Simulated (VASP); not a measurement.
The system is Si2N.

```
Si N
1.0
     4.32550    0.00000    0.00000
     0.00000    4.32550    0.00000
     0.00000    0.00000    4.61969
Si N
4 2
Direct
  0.72523 0.72523 0.19546
  0.27477 0.27477 0.19546
  0.27477 0.72523 0.19546
  0.72523 0.27477 0.19546
  0.50000 0.00000 0.05659
  0.00000 0.50000 0.05659
```

The cell was built from a structure type or drawn by symmetry, and may not be a known phase.

```yaml
Program: VASP 6.6.1
Task: relaxation of cell and atoms
Functional: PBE
Potentials_or_basis: VASP PAW PBE potentials, release 64 (Si, N)
Cutoff: 600 eV
k_mesh: 4 × 4 × 4
Occupations: gaussian, width 0.1 eV
Spin: no spin polarisation
```

At the start: pressure 72.9 GPa; volume 14.41 Å³/atom.

Question: How do energy, volume and symmetry change on relaxing?

Answer: Over 69 steps the energy falls by 1868.9 meV/atom and the volume is 12.52 Å³/atom (-13.1 %); space group P4mm (No. 99, to 0.1 Å) before, P4/mmm (No. 123, to 0.1 Å).

The path:
| step | energy change (eV) | largest force (eV/Å) | pressure (GPa) | volume (Å³) |
| --- | --- | --- | --- | --- |
| 1 | 0.0000 | 9.1787 | 72.95 | 86.43 |
| 3 | -9.1328 | 0.6642 | -3.79 | 123.48 |
| 5 | -9.3195 | 0.6084 | 0.94 | 114.23 |
| 7 | -9.3260 | 0.4571 | 0.28 | 115.17 |
| 9 | -9.3728 | 0.0523 | -1.89 | 115.44 |
| 11 | -9.3956 | 0.3303 | 0.90 | 109.00 |
| 13 | -9.4121 | 0.1364 | -0.46 | 111.26 |
| 15 | -9.4185 | 0.1544 | 0.30 | 109.84 |
| 17 | -9.4228 | 0.0658 | -0.50 | 109.68 |
| 19 | -9.4297 | 0.1646 | -0.17 | 106.99 |
| 21 | -9.4309 | 0.2252 | 0.05 | 105.78 |
| 23 | -9.4414 | 0.2156 | -0.02 | 104.09 |
| 25 | -9.4919 | 0.1853 | 0.16 | 96.47 |
| 27 | -9.5360 | 0.0940 | 3.28 | 85.90 |
| 29 | -9.5851 | 0.1248 | 4.99 | 82.55 |
| 31 | -9.6693 | 0.3833 | 5.57 | 77.33 |
| 33 | -9.6946 | 0.4778 | 4.53 | 77.21 |
| 35 | -9.7884 | 0.5672 | 0.11 | 81.11 |
| 37 | -9.8065 | 0.6512 | -1.77 | 83.74 |
| 39 | -9.9156 | 0.4794 | -1.01 | 84.21 |
| 41 | -10.0681 | 0.3955 | 0.65 | 86.30 |
| 43 | -10.2213 | 0.3111 | -2.23 | 87.21 |
| 45 | -10.2632 | 0.2241 | -16.10 | 90.25 |
| 47 | -10.5510 | 0.1590 | -11.10 | 88.19 |
| 49 | -10.7527 | 0.1771 | -12.39 | 84.94 |
| 51 | -11.0875 | 0.4310 | -5.10 | 77.74 |
| 53 | -11.1141 | 0.5011 | -2.06 | 75.69 |
| 55 | -11.1281 | 0.4656 | -1.61 | 75.43 |
| 57 | -11.1989 | 0.0769 | -0.02 | 74.73 |
| 59 | -11.2038 | 0.0199 | 0.12 | 74.80 |
| 61 | -11.1786 | 0.1056 | -1.62 | 76.77 |
| 63 | -11.2117 | 0.0637 | -0.51 | 75.53 |
| 65 | -11.2124 | 0.0594 | -0.38 | 75.42 |
| 67 | -11.2129 | 0.0499 | 0.15 | 75.10 |
| 69 | -11.2136 | 0.0277 | 0.10 | 75.14 |

Final structure:
```
Si N
1.0
     5.31605    0.00000    0.00000
     0.00000    5.31605    0.00000
     0.00000    0.00000    2.65877
Si N
4 2
Direct
  0.75003 0.75003 0.15039
  0.24997 0.24997 0.15039
  0.24997 0.75003 0.15039
  0.75003 0.24997 0.15039
  0.50000 0.00000 0.14672
  0.00000 0.50000 0.14672
```

Caveat: the k points lie up to 0.59 Å⁻¹ apart in the final cell, too coarse for converged energies and pressures of a metal; a cell axis changed by over 15 % at a fixed basis, so the end point is rough.
